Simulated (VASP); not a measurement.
Input of a VASP 6.6.1 run:

Contents of POSCAR:

```
H
1.0
    0.0000000000      2.4404730000      0.0000000000
    2.7726160000     -1.2202360000      0.0000000000
    0.0000000000      0.0000000000    -11.4820050000
H
2
Direct
    0.8290000000      0.6580000000      0.7500000000
    0.1710000000      0.3420000000      0.2500000000
```

File INCAR.step1:

```
PREC     = Accurate       # precision mode
ENCUT    = 520            # plane-wave cutoff, eV
EDIFF    = 1E-5           # SCF threshold, eV
ISMEAR   = 0              # smearing method
SIGMA    = 0.0132         # smearing width, eV
LREAL    = F              # projectors in reciprocal space
LASPH    = T              # aspherical terms in the spheres
NELM     = 100            # most SCF steps
ALGO     = Normal         # electronic algorithm
ISIF     = 2              # what is computed and relaxed
LWAVE    = T              # write WAVECAR
NBANDS   = 8              # bands
GGA      = PE             # functional
```

INCAR.step2

```
PREC     = Accurate       # precision mode
ENCUT    = 520            # plane-wave cutoff, eV
EDIFF    = 1E-7           # SCF threshold, eV
ISMEAR   = 0              # smearing method
SIGMA    = 0.0132         # smearing width, eV
LREAL    = F              # projectors in reciprocal space
LASPH    = T              # aspherical terms in the spheres
NELM     = 100            # most SCF steps
ALGO     = Normal         # electronic algorithm
ISIF     = 2              # what is computed and relaxed
LWAVE    = F              # write WAVECAR
LCHARG   = T              # write CHGCAR
GGA      = PE             # functional
LHFCALC  = T              # exact exchange
HFSCREEN = 0.2079         # screening, 1/A
PRECFOCK = Normal       
LELF     = T              # ELF
LVHAR    = T            
NBANDS   = 8              # bands
ISTART   = 1
```

File KPOINTS:

```
regular mesh
0
Gamma
  5 5 1
```

Potentials or basis: VASP PAW PBE potentials, release 64 (H).

The run is started by

```bash
$ cat potpaw_PBE.64/H/POTCAR > POTCAR
$ cp INCAR.step1 INCAR
$ mpirun -np 1 vasp_std > vasp.out
$ cp INCAR.step2 INCAR
$ mpirun -np 1 vasp_std > vasp.out
```

**Question.** Predict the pressure.

**Answer.** -4.0 GPa.

**Question.** Estimate the band gap on the k mesh.

**Answer.** Zero (bands 1 and 2 overlap by 6.09 eV).

Stress tensor (GPa, compression positive):
```
 -1.57   0.00   0.00
  0.00 -10.29   0.00
  0.00   0.00  -0.05
```

Caveat: the k points lie up to 0.56 Å⁻¹ apart, too coarse for converged energies and pressures of a metal; the PAW data sets were made with another functional, which shifts forces and pressure a little.
